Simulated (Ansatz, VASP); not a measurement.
One calculation of InP, two programs

Contents of INCAR:

```
SYSTEM = InP
ALGO = Normal ; EDIFF = 1E-7
ENCUT = 520 ; ISIF = 2
ISMEAR = 0 ; LASPH = .TRUE.
LCHARG = .TRUE. ; LELF = .TRUE.
LREAL = .FALSE. ; LVHAR = .TRUE.
LWAVE = .FALSE. ; NBANDS = 16
NELM = 60 ; PREC = Accurate
SIGMA = 0.05
```

The input KPOINTS:

```
k-points
0
G
  12 12 12
  0 0 0
```

The input POSCAR:

```
InP
1.0
    0.0000000000      2.7339695443      3.0867895950
    3.0867895950      0.0000000000      3.0867895950
    3.0867895950      2.7339695443      0.0000000000
In P
1 1
Direct
    0.0000000000      0.0000000000      0.0000000000
    0.7500000000      0.7500000000      0.7500000000
```

Input for Ansatz:

```yaml
crystal:
  lattice:
    - [0.0, 2.7339695443, 3.086789595]
    - [3.086789595, 0.0, 3.086789595]
    - [3.086789595, 2.7339695443, 0.0]
  atoms:
    - { symbol: In, position: [0.0, 0.0, 0.0] }
    - { symbol: P, position: [0.75, 0.75, 0.75] }
basis:
  ecutwfc: 420
kpoints:
  mp_grid: { grid: [12, 12, 12] }
hamiltonian:
  xc: lda
  pseudopotentials: { kind: paw, azcp: { folder: soft_1 } }
scf:
  occupations: { method: gaussian, width: 0.05 }
output:
  forces: true
  stress: true
  eigenvalues: true
```

Alike in both runs: task single point; functional LDA; k mesh 12 × 12 × 12; occupations gaussian, width 0.05 eV; no spin polarisation.

```csv
,VASP,Ansatz
version,VASP 6.6.1,Ansatz 0.2.0
potentials or method,"VASP PAW LDA potentials, release 64 (In_d, P), cutoff 520 eV","scalar-relativistic, plane waves, PAW"
valence electrons in the cell,18,18
```

|  | VASP | Ansatz | Ansatz less VASP |
| --- | --- | --- | --- |
| gap on the k mesh at the Fermi level (eV) | 0.04 | 0.07 | +0.032 |
| least direct gap on the mesh (eV) | 0.04 | 0.07 | +0.032 |
| pressure (GPa) | -3.6 | -3.6 | -0.01 |
| traceless stress, the component that is largest in VASP (GPa) | 2.91 | 2.91 | +0.003 |

Ansatz warns that its potentials were made for another functional, while VASP's fit it. LDA's correlation is that of Perdew and Zunger in VASP and of Perdew and Wang (1992) in Ansatz.
